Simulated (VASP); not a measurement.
In2SbN:

```
In Sb N
1.0
     4.06656    0.00000    0.00000
    -2.03328    3.52174    0.00000
     0.00000    0.00000    5.33593
In Sb N
2 1 1
Direct
  0.00000 0.00000 0.74682
  0.00000 0.00000 0.25318
  0.66667 0.33333 0.50000
  0.33333 0.66667 0.00000
```

The cell was built from a structure type or drawn by symmetry, and may not be a known phase.

* Program: VASP 6.6.1
* Task: relaxation of cell and atoms
* Functional: PBE
* Potentials or basis: VASP PAW PBE potentials, release 64 (In_d, Sb, N)
* Cutoff: 600 eV
* k mesh: 6 × 6 × 4
* Occupations: gaussian, width 0.1 eV
* Spin: no spin polarisation

At the start: pressure 21.7 GPa; volume 19.10 Å³/atom.

Q: Where does the relaxation end?

A: Over 15 steps the energy falls by 889.0 meV/atom and the volume is 20.20 Å³/atom (+5.7 %); space group P-6m2 (No. 187, to 0.1 Å) before and after.

The path:
```csv
step,energy change (eV),largest force (eV/Å),pressure (GPa),volume (Å³)
1,0.0000,4.3181,21.67,76.42
2,-1.4267,0.6247,-6.74,108.36
3,-1.6882,0.0253,-2.10,95.78
4,-2.1595,0.7362,-2.82,93.69
5,-2.9016,2.4113,-1.48,84.83
6,-3.1464,2.0260,-0.53,82.18
7,-3.3108,1.7381,1.03,79.27
8,-3.2450,0.0344,9.43,73.10
9,-3.4155,1.2617,3.00,77.15
10,-3.4166,0.9199,4.49,75.96
11,-3.4211,1.0456,3.93,76.38
12,-3.5477,0.3022,0.51,80.06
13,-3.5554,0.0611,-0.41,81.32
14,-3.5553,0.0811,-0.34,81.22
15,-3.5561,0.0296,0.20,80.81
```

Final structure:
```
In Sb N
1.0
     3.42203    0.00000    0.00000
    -1.71101    2.96356    0.00000
     0.00000    0.00000    7.96795
In Sb N
2 1 1
Direct
  0.00000 0.00000 0.82092
  0.00000 0.00000 0.17908
  0.66667 0.33333 0.50000
  0.33333 0.66667 0.00000
```

Caveat: a cell axis changed by over 15 % at a fixed basis, so the end point is rough.
